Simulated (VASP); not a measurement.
Input of a VASP 6.6.1 run:

File INCAR:

```
SYSTEM = LiSi16
ALGO = Normal
EDIFF = 1E-7
ENCUT = 520
ISIF = 2
ISMEAR = -1
ISPIN = 2
LASPH = .True.
LCHARG = .True.
LELF = .True.
LORBIT = 11
LREAL = Auto
LVHAR = .True.
LWAVE = .False.
MAGMOM = 0 0 0 0 0 0 0 0 0 0 0 0 0 0 0 0 0
NBANDS = 52
NELM = 150
PREC = Accurate
SIGMA = 0.05
```

File KPOINTS:

```
k-points
0
Gamma
  2 2 2
  0 0 0
```

POSCAR

```
LiSi16
1.0
    0.0000000000      5.4300000000      5.4300000000
    5.4300000000      0.0000000000      5.4300000000
    5.4300000000      5.4300000000      0.0000000000
Si Li
16 1
Direct
    0.0323664825      0.0027900552     -0.0198802947
    0.1223388582      0.1667955801      0.1011970534
    0.0295764273     -0.0473112339      0.4721731123
    0.1350184162      0.1262523020      0.5480202578
   -0.0309116022      0.5333977901     -0.0022928177
    0.1424493554      0.6203683241      0.1182136280
   -0.0235359116      0.5098526703      0.4823388582
    0.1475874770      0.5715653775      0.6285451197
    0.4833885820      0.0568324125      0.0132044199
    0.6426519337      0.1116758748      0.1703867403
    0.4745211786     -0.0114640884      0.5371731123
    0.6515377532      0.1190883978      0.6098802947
    0.5082780847      0.4716298343      0.0460865562
    0.5579650092      0.6871178637      0.1255524862
    0.5348710866      0.4663996317      0.5045211786
    0.5977255985      0.6093278085      0.6628821363
    0.8708287293      0.9325046041      0.8486372007
```

Potentials or basis: VASP PAW LDA potentials, release 64 (Si, Li_sv).

The run is started by

```bash
$ cat potpaw_LDA.64/Si/POTCAR potpaw_LDA.64/Li_sv/POTCAR > POTCAR
$ mpirun -np 1 vasp_std > vasp.out
```

Q: Estimate the largest force.

A: 2.912 eV/Å.

Q: What does it give for the net moment?

A: 0.00 μB per cell.

Forces in eV/Å, atoms in the order of the input:
```
Si   0.163 -0.114  0.446
Si  -0.073 -0.049 -1.071
Si  -0.555 -0.800 -0.077
Si   2.341  0.493  0.000
Si   0.228 -0.066 -0.185
Si   0.243 -0.904 -0.153
Si   0.054  0.877 -0.337
Si  -0.036 -0.334  0.174
Si  -0.793 -0.325  0.276
Si  -1.152  0.353 -0.013
Si  -0.461  1.123  0.681
Si  -0.614  0.874 -1.743
Si  -0.292 -1.504  0.437
Si  -0.105  2.254  0.486
Si   1.391 -2.372  0.960
Si  -0.182  0.490  0.450
Li  -0.157  0.003 -0.329
```

Caveat: the k points lie up to 0.50 Å⁻¹ apart.
